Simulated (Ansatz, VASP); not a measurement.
Two plane-wave programs on InWS3

```
In W S
1.0
     4.26343    0.00000    0.00000
    -2.13172    3.69224    0.00000
     0.00000    0.00000    7.31895
In W S
1 1 3
Direct
  0.00000 0.00000 0.00000
  0.00000 0.00000 0.50000
  0.50000 0.00000 0.00000
  0.00000 0.50000 0.00000
  0.50000 0.50000 0.00000
```

Alike in both runs: task relaxation of cell and atoms; functional PBE; k mesh 6 × 6 × 4; occupations gaussian, width 0.1 eV; collinear spin.

```csv
,VASP,Ansatz
version,VASP 6.6.1,Ansatz 0.2.0
potentials or method,"VASP PAW PBE potentials, release 64 (In_d, W_sv, S), cutoff 500 eV","scalar-relativistic, plane waves, PAW"
valence electrons in the cell,45,45
```

Ansatz gave:

```
gap on the k mesh at the Fermi level, each at its own relaxed structure (eV) : none
net moment per atom (μB)                                                     : 0.88
size of the moment on the site where the two differ most (μB)                : 2.94
relaxed volume (Å³/atom)                                                     : 29.51
relaxed length of the cell vector where the two differ most in proportion (Å)              : 5.525
```

Problem. What did VASP give for the same quantities?

Solution. gap on the k mesh at the Fermi level, each at its own relaxed structure (eV): none; net moment per atom (μB): 0.88; size of the moment on the site where the two differ most (μB): 3.18; relaxed volume (Å³/atom): 29.38; relaxed length of the cell vector where the two differ most in proportion (Å): 5.515.

Site moments also hang on the region over which each program counts them. A gap of «none» marks a metal or a gap that the smearing closes. Ansatz's warnings: no starting moments.

Neither program's run includes spin-orbit coupling. Noted on VASP's run: the volume moved by over 15 % at a fixed basis, so the end points are rough.
